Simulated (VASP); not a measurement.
Set up this calculation in VASP 6.6.1, as the native input.

| Property | Result |
| --- | --- |
| Task | single point |
| Functional | LDA |
| Potentials or basis | VASP PAW LDA potentials, release 64 (Sr_sv, O) |
| Cutoff | 520 eV |
| k mesh | 8 × 8 × 8 |
| Occupations | gaussian, width 0.05 eV |
| Spin | no spin polarisation |
| Dipole correction | no |
| Further INCAR settings | ALGO = Normal; EDIFF = 1e-06; NBANDS = 15 |

The structure of SrO lies in POSCAR:

```
SrO
1.0
    0.0000000000      2.5698000000      2.5698000000
    2.5698000000      0.0000000000      2.5698000000
    2.5698000000      2.5698000000      0.0000000000
Sr O
1 1
Direct
    0.0194567671      0.0194567671     -0.0194567671
    0.5000000000      0.5000000000      0.5000000000
```

This cell differs from its parent crystal: all Sr atoms moved -0.100 Å, as atom 1 towards its neighbour atom 2 (O) at 2.570 Å.

These files were run (other wordings do the same):

INCAR

```
PREC     = Accurate       # precision mode
ENCUT    = 520            # plane-wave cutoff, eV
EDIFF    = 1E-6           # SCF threshold, eV
ISMEAR   = 0              # smearing method
SIGMA    = 0.05           # smearing width, eV
LREAL    = False          # projectors in reciprocal space
LASPH    = True           # aspherical terms in the spheres
NELM     = 60             # most SCF steps
ALGO     = Normal         # electronic algorithm
ISIF     = 2              # what is computed and relaxed
LWAVE    = False          # write WAVECAR
LCHARG   = True           # write CHGCAR
LELF     = True           # ELF
LVHAR    = True         
NBANDS   = 15             # bands
```

KPOINTS

```
regular mesh
0
Gamma
  8 8 8
```

Potentials or basis: VASP PAW LDA potentials, release 64 (Sr_sv, O).

Run with:

```sh
$ cat potpaw_LDA.64/Sr_sv/POTCAR potpaw_LDA.64/O/POTCAR > POTCAR
$ mpirun -np 1 vasp_std > vasp.out
```

Results of the run:

The pressure is -3.2 GPa and the largest force is 0.212 eV/Å. The band gap on the k mesh is 3.12 eV, indirect (least direct gap 3.19 eV).

Caveat: the cell differs from its parent crystal (all Sr atoms moved -0.100 Å, as atom 1 towards its neighbour atom 2 (O) at 2.570 Å).

Wall time 16 s on 1 thread of Intel(R) Xeon(R) Platinum 8559C (Emerald Rapids), with other jobs on the host, peak memory 0.15 GiB.
